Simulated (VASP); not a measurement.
Ni, 1 atom in the cell. The structure is cubic, space group Fm-3m (No. 225). The conventional cell has a = 3.545 Å, b = 3.545 Å, c = 3.545 Å, α = 90.00°, β = 90.00°, γ = 90.00°. Within 3.3 Å of Ni (site symmetry m-3m) lie 12 Ni at 2.51 Å. 

| Item | Value |
| --- | --- |
| Program | VASP 6.6.1 |
| Task | single point |
| Functional | PBE |
| Potentials or basis | VASP PAW PBE potentials, release 64 (Ni) |
| Cutoff | 520 eV |
| k mesh | 15 × 15 × 15 |
| Occupations | fermi-dirac, width 0.05 eV |
| Spin | collinear spin, ferromagnetic start |
| Starting moments | [0.24] μB |
| Fixed moment | 0.24 μB |
| Dipole correction | no |
| Further INCAR settings | ALGO = Normal; EDIFF = 1e-06; NBANDS = 15 |

Potentials or basis: VASP PAW PBE potentials, release 64 (Ni).

The run is started by

```sh
$ cat potpaw_PBE.64/Ni/POTCAR > POTCAR
$ mpirun -np 1 vasp_std > vasp.out
```

Hardware: 1 thread of Intel(R) Xeon(R) 6975P-C (Granite Rapids), with other jobs on the host.

Task: Estimate the wall time of this run.

Result: Wall time 21 s on 1 thread of Intel(R) Xeon(R) 6975P-C (Granite Rapids), with other jobs on the host, peak memory 0.15 GiB. Counts: scf iterations 12, k points 120.
